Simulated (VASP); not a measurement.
Set up this calculation in VASP 6.6.1, as the native input.

```yaml
Task: single point
Functional: PBE
Potentials_or_basis: VASP PAW PBE potentials, release 64 (Ho_3, B, N), 4f in core
Cutoff: 600 eV
k_mesh: 6 × 6 × 6
Occupations: gaussian, width 0.1 eV
Spin: no spin polarisation
Dipole_correction: no
Further_INCAR_settings: ALGO = Normal; EDIFF = 1e-06; NBANDS = 27
```

The structure of Ho2BN3 lies in POSCAR:

```
Ho2BN3
1.0
    7.2057305290      0.0000000000      0.0000000000
   -3.6028652645      6.2403456909      0.0000000000
    0.0000000000      0.0000000000      6.2778497140
Ho B N
2 1 3
Direct
    0.3333333333      0.6666666667      0.0000000000
    0.6666666667      0.3333333333      0.0000000000
    0.0000000000      0.0000000000      0.0000000000
    0.5000000000      0.0000000000      0.0000000000
    0.0000000000      0.5000000000      0.0000000000
    0.5000000000      0.5000000000      0.0000000000
```

The cell was generated, and may not be a known phase.

The input as run:

INCAR

```
SYSTEM = Ho2BN3
PREC = Accurate ; ENCUT = 600
EDIFF = 1E-6 ; ISMEAR = 0
SIGMA = 0.1 ; LREAL = .FALSE.
LASPH = .TRUE. ; NELM = 200
ALGO = Normal ; ISIF = 2
LWAVE = .FALSE. ; LCHARG = .FALSE.
GGA = PE ; NBANDS = 27
GGA_COMPAT = .FALSE. ; LMAXMIX = 6
```

KPOINTS

```
regular mesh
0
G
  6 6 6
  0 0 0
```

Potentials or basis: VASP PAW PBE potentials, release 64 (Ho_3, B, N), 4f in core.

Run with:

```console
$ cat potpaw_PBE.64/Ho_3/POTCAR potpaw_PBE.64/B/POTCAR potpaw_PBE.64/N/POTCAR > POTCAR
$ mpirun -np 1 vasp_std > vasp.out
```

Results of the run:

| Quantity | Value |
| --- | --- |
| Pressure | 0.3 GPa |
| Band gap on the k mesh | zero (bands 18 and 19 overlap by 0.39 eV) |

Caveat: spin-orbit coupling is left out, which moves the levels of the heavy elements; the 4f electrons are frozen in the core, so they carry no moment and show no levels; the run has no spin polarisation, though such a crystal can be magnetic.

Run time: 6.3 min on 1 thread of Intel(R) Xeon(R) Platinum 8259CL CPU @ 2.50GHz (Skylake/Cascade Lake), with other jobs on the host, peak memory 0.59 GiB.
